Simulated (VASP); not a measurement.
# Pd (Fm-3m) in VASP: notebook, part 2 of 2

VASP 6.6.1. The steps go on from the part before.

## Step 3: Single point, LDA

File INCAR:

```
SYSTEM = Pd
PREC = Accurate ; ENCUT = 520
EDIFF = 1E-6 ; ISMEAR = -1
SIGMA = 0.1 ; LREAL = .FALSE.
LASPH = .TRUE. ; NELM = 60
ALGO = Normal ; ISIF = 2
LWAVE = .FALSE. ; LCHARG = .TRUE.
LELF = .TRUE. ; LVHAR = .TRUE.
NBANDS = 11
```

File KPOINTS:

```
regular mesh
0
G
  23 23 23
  0 0 0
```

File POSCAR:

```
Pd
1.0
    0.0000000000      1.9211411165      1.9211411165
    1.9211411165      0.0000000000      1.9211411165
    1.9211411165      1.9211411165      0.0000000000
Pd
1
Direct
    0.0000000000      0.0000000000      0.0000000000
```

Potentials or basis: VASP PAW LDA potentials, release 64 (Pd).

On the command line:

```bash
$ cat potpaw_LDA.64/Pd/POTCAR > POTCAR
$ mpirun -np 1 vasp_std > vasp.out
```

OUTCAR:

```text
SYSTEM = Pd
   PREC = Accurate
   ENCUT = 520
   EDIFF = 1E-6
   ISMEAR = -1
   LREAL = .FALSE.
   LASPH = .TRUE.
   NELM = 60
   ISIF = 2

 ion  position               nearest neighbor table
   1  0.000  0.000  0.000-

  LATTYP: Found a face centered cubic cell.
 ALAT       =     3.8422822330

  Lattice vectors:

 A1 = (   0.0000000000,   1.9211411165,   1.9211411165)
 A2 = (   1.9211411165,   0.0000000000,   1.9211411165)
 A3 = (   1.9211411165,   1.9211411165,   0.0000000000)

Analysis of symmetry for initial positions (statically):
=====================================================================
 Subroutine PRICEL returns:
 Original cell was already a primitive cell.

 Routine SETGRP: Setting up the symmetry group for a
 face centered cubic supercell.

 Subroutine GETGRP returns: Found 48 space group operations
 (whereof 48 operations were pure point group operations)
 out of a pool of 48 trial point group operations.

The static configuration has the point symmetry O_h .

Analysis of symmetry for dynamics (positions and initial velocities):
=====================================================================
 Subroutine PRICEL returns:
 Original cell was already a primitive cell.

 Routine SETGRP: Setting up the symmetry group for a
 face centered cubic supercell.

 Subroutine GETGRP returns: Found 48 space group operations
 (whereof 48 operations were pure point group operations)
 out of a pool of 48 trial point group operations.

The dynamic configuration has the point symmetry O_h .

 Subroutine INISYM returns: Found 48 space group operations
 (whereof 48 operations are pure point group operations),
 and found     1 'primitive' translations

----------------------------------------------------------------------------------------

                                     Primitive cell

  volume of cell :      14.1810

  direct lattice vectors                    reciprocal lattice vectors
     0.000000000  1.921141117  1.921141117    -0.260261985  0.260261985  0.260261985
     1.921141117  0.000000000  1.921141117     0.260261985 -0.260261985  0.260261985
     1.921141117  1.921141117  0.000000000     0.260261985  0.260261985 -0.260261985

  length of vectors
     2.716903822  2.716903822  2.716903822     0.450786981  0.450786981  0.450786981

  position of ions in fractional coordinates (direct lattice)
     0.000000000  0.000000000  0.000000000

  ion indices of the primitive-cell ions
   primitive index   ion index
                 1           1

----------------------------------------------------------------------------------------

 KPOINTS: regular mesh

Automatic generation of k-mesh.
 Grid dimensions read from file:
 generate k-points for:   23   23   23

 Generating k-lattice:

  Cartesian coordinates                     Fractional coordinates (reciprocal lattice)
    -0.011315738  0.011315738  0.011315738     0.043478261  0.000000000  0.000000000
     0.011315738 -0.011315738  0.011315738     0.000000000  0.043478261  0.000000000
     0.011315738  0.011315738 -0.011315738     0.000000000  0.000000000  0.043478261

  Length of vectors
     0.019599434  0.019599434  0.019599434

  Shift w.r.t. Gamma in fractional coordinates (k-lattice)
     0.000000000  0.000000000  0.000000000

 Subroutine IBZKPT returns following result:
 ===========================================

 Found    364 irreducible k-points:

 Following reciprocal coordinates:
            Coordinates               Weight
  0.000000  0.000000  0.000000      1.000000
  0.043478  0.000000  0.000000      8.000000
  0.086957  0.000000  0.000000      8.000000
  0.130435  0.000000  0.000000      8.000000
  0.173913  0.000000  0.000000      8.000000
  0.217391  0.000000  0.000000      8.000000
[... 16 lines left out ...]
  0.478261  0.043478  0.000000     24.000000
 -0.478261  0.043478  0.000000     24.000000
 [... further k-points ...]
   k-points           NKPTS =    364   k-points in BZ     NKDIM =    364   number of bands    NBANDS=     11
   number of dos      NEDOS =    301   number of ions     NIONS =      1
   total plane-waves  NPLWV =   8000
   dimension x,y,z NGX =    20 NGY =   20 NGZ =   20
   dimension x,y,z NGXF=    40 NGYF=   40 NGZF=   40
   ions per type =               1
   NGX,Y,Z   is equivalent  to a cutoff of  12.24, 12.24, 12.24 a.u.
   NGXF,Y,Z  is equivalent  to a cutoff of  24.48, 24.48, 24.48 a.u.
 SYSTEM =  Pd
   PREC   = accura    normal or accurate (medium, high low for compatibility)
   ISTART =      0    job   : 0-new  1-cont  2-samecut
   ICHARG =      2    charge: 1-file 2-atom 10-const
   ISPIN  =      1    spin polarized calculation?
   LNONCOLLINEAR =      F non collinear calculations
   LSORBIT =      F    spin-orbit coupling
   LASPH  =      T    aspherical Exc in radial PAW
   ENCUT  =  520.0 eV  38.22 Ry    6.18 a.u.   5.05  5.05  5.05*2*pi/ulx,y,z
   NELM   =     60;   NELMIN=  2; NELMDL= -5     # of ELM steps
   EDIFF  = 0.1E-05   stopping-criterion for ELM
   LREAL  =      F    real-space projection
   EDIFFG = 0.1E-04   stopping-criterion for IOM
   NSW    =      0    number of steps for IOM
   IBRION =     -1    ionic relax: 0-MD 1-quasi-New 2-CG
   NFREE  =      0    steps in history (QN), initial steepest desc. (CG)
   ISIF   =      2    stress and relaxation
   ISYM   =      2    0-nonsym 1-usesym 2-fastsym
   POTIM  = 0.5000    time-step for ionic-motion
   TEBEG  =    0.0;   TEEND  =   0.0 temperature during run
   PSTRESS=    0.0 pullay stress
   NELECT =      10.0000    total number of electrons
   NUPDOWN=      -1.0000    fix difference up-down
   EMIN   =  10.00;   EMAX   =-10.00  energy-range for DOS
   EFERMI =   0.00;   METHOD = LEGACY
   ISMEAR =    -1;   SIGMA  =   0.10  broadening in eV -4-tet -1-fermi 0-gaus
   EFERMI_NEDOS =   21; number of points for ismear=-14 and -15
   IALGO  =     38    algorithm
   IMIX   =      4    mixing-type and parameters
     AMIX     =   0.40;   BMIX     =  1.00
     AMIX_MAG =   1.60;   BMIX_MAG =  1.00
  volume/ion in A,a.u.               =      14.18        95.70
  Fermi-wavevector in a.u.,A,eV,Ry     =   1.457154  2.753622 28.889235  2.123299
  Thomas-Fermi vector in A             =   2.573989
   LORBIT       =      0    0 simple, 1 ext, 2 COOP (PROOUT), +10 PAW based schemes
   GGA     = CA    functional components
   LHFCALC =     F    Hartree Fock is set to
   AEXX    =    0.0000 exact exchange contribution
   IVDW    =     0    specifies the selected vdW correction
   LEPSILON=     F    determine dielectric tensor
   LRPA    =     F    only Hartree local field effects (RPA)
 non-spin polarized calculation
  energy-cutoff  :      520.00
  volume of cell :       14.18
 maximum number of plane-waves:       390
   NGX = 11   NGY = 11   NGZ = 11

 number of electron      10.0000005 magnetization

 Free energy of the ion-electron system (eV)
  ---------------------------------------------------
  ext. energy  EPLUGINS =         0.00000000
  ---------------------------------------------------
  free energy    TOTEN  =        -6.52892559 eV

  energy without entropy =       -6.46834860  energy(sigma->0) =       -6.49863709

 E-fermi :  10.3063     XC(G=0): -13.7593

 val. band max:       10.3052343618   @ k =   0.4783   0.1304   0.0000
 cond. band min:      10.3096818811   @ k =  -0.4783   0.2609   0.0435
 fundamental gap:      0.0044475192
 Fermi energy:        10.3063318371

 k-point     1 :       0.0000    0.0000    0.0000
  band No.  band energies     occupation
      1       2.7344      2.00000
      2       7.2245      2.00000
      3       7.2245      2.00000
      4       7.2245      2.00000
      5       8.9763      2.00000
      6       8.9763      2.00000
      7      27.4215      0.00000
      8      32.3657      0.00000
      9      32.3657      0.00000
     10      32.3657      0.00000
     11      35.9022      0.00000
[... 309 lines left out ...]
 k-point    24 :      -0.4783    0.0435    0.0000
  band No.  band energies     occupation
      1       4.6576      2.00000
      2       7.1405      2.00000
      3       7.2211      2.00000
      4       9.8389      1.98152
      5      10.2482      1.28256
      6      11.6212      0.00000
      7      17.8620      0.00000
      8      26.8648      0.00000
      9      31.2381      0.00000
     10      31.4978      0.00000
     11      35.9305      0.00000

 [... further k-points ...]

------------------------ aborting loop because EDIFF is reached ----------------------------------------

  FORCE on cell =-STRESS in cart. coord.  units (eV):
  Direction    XX          YY          ZZ          XY          YZ          ZX
  --------------------------------------------------------------------------------------
  -------------------------------------------------------------------------------------
  Total        0.0090322      0.0090322      0.0090322      0.0000000      0.0000000      0.0000000
  in kB        1.0204602      1.0204602      1.0204602      0.0000000      0.0000000      0.0000000
  external PRESSURE =       1.0204602 kB  Pullay stress =       0.0000000 kB

 VOLUME and BASIS-vectors are now :
 -----------------------------------------------------------------------------
  energy-cutoff  :      520.00
  volume of cell :       14.18
      direct lattice vectors                 reciprocal lattice vectors
     0.000000000  1.921141117  1.921141117    -0.260261985  0.260261985  0.260261985
     1.921141117  0.000000000  1.921141117     0.260261985 -0.260261985  0.260261985
     1.921141117  1.921141117  0.000000000     0.260261985  0.260261985 -0.260261985

 POSITION                                       TOTAL-FORCE (eV/Angst)
 -----------------------------------------------------------------------------------
      0.00000      0.00000      0.00000         0.000000     -0.000000     -0.000000
 -----------------------------------------------------------------------------------
    total drift:                                0.000000      0.000000      0.000000

  FREE ENERGIE OF THE ION-ELECTRON SYSTEM (eV)
  ---------------------------------------------------
  free  energy   TOTEN  =        -6.5289255929 eV

  energy  without entropy=       -6.4683485968  energy(sigma->0) =       -6.49863709
```

OSZICAR:

```text
N       E                     dE             d eps       ncg     rms          rms(c)
DAV:   1     0.417387920071E+02    0.41739E+02   -0.51594E+03  8040   0.858E+02
DAV:   2    -0.632415345624E+01   -0.48063E+02   -0.46478E+02  8935   0.184E+02
DAV:   3    -0.687766864426E+01   -0.55352E+00   -0.55053E+00  9660   0.214E+01
DAV:   4    -0.687981184377E+01   -0.21432E-02   -0.21429E-02  9763   0.138E+00
DAV:   5    -0.687983257162E+01   -0.20728E-04   -0.20727E-04 10528   0.126E-01    0.913E+00
DAV:   6    -0.654915402160E+01    0.33068E+00   -0.13172E+00  9988   0.935E+00    0.433E+00
DAV:   7    -0.653454793266E+01    0.14606E-01   -0.36125E-02 10659   0.119E+00    0.219E+00
DAV:   8    -0.652896999478E+01    0.55779E-02   -0.24229E-03  9943   0.512E-01    0.107E-01
DAV:   9    -0.652892130176E+01    0.48693E-04   -0.26913E-04 10562   0.139E-01    0.145E-02
DAV:  10    -0.652892575317E+01   -0.44514E-05   -0.33745E-06  9984   0.155E-02    0.113E-02
DAV:  11    -0.652892559290E+01    0.16027E-06   -0.57438E-08  6908   0.255E-03
   1 F= -.65289256E+01 E0= -.64986371E+01  d E =-.605770E-01
```

It took 25 s on 1 thread of Intel Xeon Platinum 8375C at 2.90GHz (Ice Lake), shared host; peak memory 0.17 GiB.

What came out:

| Property | Result |
| --- | --- |
| Free energy | -6.5289 eV |
| Pressure | 0.1 GPa |
| Band gap on the k mesh | zero (band 5 reaches 10.59 eV, above the bottom of band 6 at 8.90 eV) |

Levels at points of the mesh, in eV from the Fermi level:
```
           k point  band 2  band 3  band 4  band 5  band 6  band 7  band 8  band 9
(0.00, 0.00, 0.00)   -3.08   -3.08   -3.08   -1.33   -1.33   17.12   22.06   22.06
```

## Step 4: Single point, LDA, collinear spin, ferromagnetic start

File INCAR:

```
PREC     = Accurate       # precision mode
ENCUT    = 520            # plane-wave cutoff, eV
EDIFF    = 1E-7           # SCF threshold, eV
ISMEAR   = -1             # smearing method
SIGMA    = 0.2            # smearing width, eV
LREAL    = False          # projectors in reciprocal space
LASPH    = True           # aspherical terms in the spheres
NELM     = 150            # most SCF steps
ALGO     = Normal         # electronic algorithm
ISIF     = 2              # what is computed and relaxed
LWAVE    = False          # write WAVECAR
LCHARG   = True           # write CHGCAR
ISPIN    = 2              # spin polarisation
MAGMOM   = 0.5            # initial moments
LORBIT   = 11             # projections on sites
LMAXMIX  = 4              # l up to which the mixer works
LELF     = True           # ELF
LVHAR    = True         
NBANDS   = 15             # bands
```

File KPOINTS:

```
regular mesh
0
Gamma
  14 14 14
```

File POSCAR:

```
Pd
1.0
    0.0000000000      1.9202771092      1.9202771092
    1.9202771092      0.0000000000      1.9202771092
    1.9202771092      1.9202771092      0.0000000000
Pd
1
Direct
    0.0000000000      0.0000000000      0.0000000000
```

On the command line:

```bash
$ cat potpaw_LDA.64/Pd/POTCAR > POTCAR
$ mpirun -np 1 vasp_std > vasp.out
```

It took 18 s on 1 thread of Intel Xeon 6975P-C (Granite Rapids), shared host; peak memory 0.14 GiB.

It converged, with:

```yaml
Free_energy: -6.6049 eV
Pressure: 1.2 GPa
Band_gap_on_the_k_mesh: zero (filled and empty bands overlap)
Net_moment: 0.00 μB per cell
Valence_electrons_inside_the_program's_atomic_spheres: Pd 9.53
```

Levels at points of the mesh, in eV from the Fermi level:
Spin up:
```
           k point  band 2  band 3  band 4  band 5  band 6  band 7  band 8  band 9
(0.00, 0.00, 0.00)   -3.15   -3.15   -3.15   -1.40   -1.40   17.06   22.01   22.01
(0.50, 0.00, 0.00)   -3.19   -3.19   -0.10   -0.10    0.77    7.50   16.44   21.23
(0.50, 0.50, 0.00)   -5.57   -0.12    0.24    0.24    3.17   11.06   13.20   13.20
```
Spin down:
| k point | band 1 | band 2 | band 3 | band 4 | band 5 | band 6 | band 7 | band 8 | band 9 | band 10 |
| --- | --- | --- | --- | --- | --- | --- | --- | --- | --- | --- |
| (0.00, 0.00, 0.00) | -7.64 | -3.15 | -3.15 | -3.15 | -1.40 | -1.40 | 17.06 | 22.01 | 22.01 | 22.01 |
| (0.50, 0.00, 0.00) | -5.77 | -3.19 | -3.19 | -0.10 | -0.10 | 0.77 | 7.50 | 16.44 | 21.23 | 21.23 |
| (0.50, 0.50, 0.00) | -5.87 | -5.57 | -0.12 | 0.24 | 0.24 | 3.17 | 11.06 | 13.20 | 13.20 | 22.03 |

## Step 5: Single point, LDA, collinear spin, ferromagnetic start

File INCAR:

```
SYSTEM = Pd
  PREC = Accurate
  ENCUT = 520
  EDIFF = 1E-6
  ISMEAR = -1
  SIGMA = 0.3
  LREAL = .FALSE.
  LASPH = .TRUE.
  NELM = 150
  ALGO = Normal
  ISIF = 2
  LWAVE = .FALSE.
  LCHARG = .FALSE.
  ISPIN = 2
  MAGMOM = 0.5
  LORBIT = 11
  LMAXMIX = 4
  GGA = CA
  NBANDS = 15
```

File KPOINTS:

```
Automatic mesh
0
G
  14 14 14
  0 0 0
```

POSCAR is that of step 4.

On the command line:

```bash
$ cat potpaw_LDA.64/Pd/POTCAR > POTCAR
$ mpirun -np 1 vasp_std > vasp.out
```

It took 15 s on 1 thread of Intel Xeon 6975P-C (Granite Rapids), shared host; peak memory 0.14 GiB.

It converged, with:

```yaml
Free_energy: -6.7095 eV
Pressure: 2.1 GPa
Band_gap_on_the_k_mesh: zero (filled and empty bands overlap)
Net_moment: 0.00 μB per cell
Valence_electrons_inside_the_program's_atomic_spheres: Pd 9.53
```

Levels at points of the mesh, in eV from the Fermi level:
Spin up:
| k point | band 3 | band 4 | band 5 | band 6 | band 7 | band 8 |
| --- | --- | --- | --- | --- | --- | --- |
| (0.00, 0.00, 0.00) | -3.23 | -3.23 | -1.49 | -1.49 | 16.98 | 21.92 |
| (0.50, 0.00, 0.00) | -3.28 | -0.19 | -0.19 | 0.68 | 7.42 | 16.36 |
| (0.50, 0.50, 0.00) | -0.21 | 0.15 | 0.15 | 3.08 | 10.98 | 13.12 |
Spin down:
```tsv
k point	band 1	band 2	band 3	band 4	band 5	band 6	band 7	band 8	band 9	band 10
(0.00, 0.00, 0.00)	-7.73	-3.23	-3.23	-3.23	-1.49	-1.49	16.98	21.92	21.92	21.92
(0.50, 0.00, 0.00)	-5.85	-3.28	-3.28	-0.19	-0.19	0.68	7.42	16.36	21.15	21.15
(0.50, 0.50, 0.00)	-5.96	-5.66	-0.21	0.15	0.15	3.08	10.98	13.12	13.12	21.95
```

## Step 6: The runs side by side

| spin | cell | k mesh | smearing | gap on the mesh (eV) | pressure (GPa) | moment (μB) |
| --- | --- | --- | --- | --- | --- | --- |
| off | a = 2.717 Å, angles 60.0°, 1 atom | 20 × 20 × 20 | fermi-dirac 0.1 eV | none | 0.1 | - |
| off | a = 2.717 Å, angles 60.0°, 1 atom | 23 × 23 × 23 | fermi-dirac 0.1 eV | none | 0.1 | - |
| collinear, ferromagnetic start | a = 2.716 Å, angles 60.0°, 1 atom | 14 × 14 × 14 | fermi-dirac 0.2 eV | none | 1.2 | 0.00 |
| collinear, ferromagnetic start | a = 2.716 Å, angles 60.0°, 1 atom | 14 × 14 × 14 | fermi-dirac 0.3 eV | none | 2.1 | 0.00 |

Alike in all rows: task single point; level LDA; potentials or basis VASP PAW LDA potentials, release 64 (Pd); cutoff (eV) 520.

Every run on the cell as given and a fine mesh finds a metal.

Absolute energies hang on the potentials; compare differences alone.
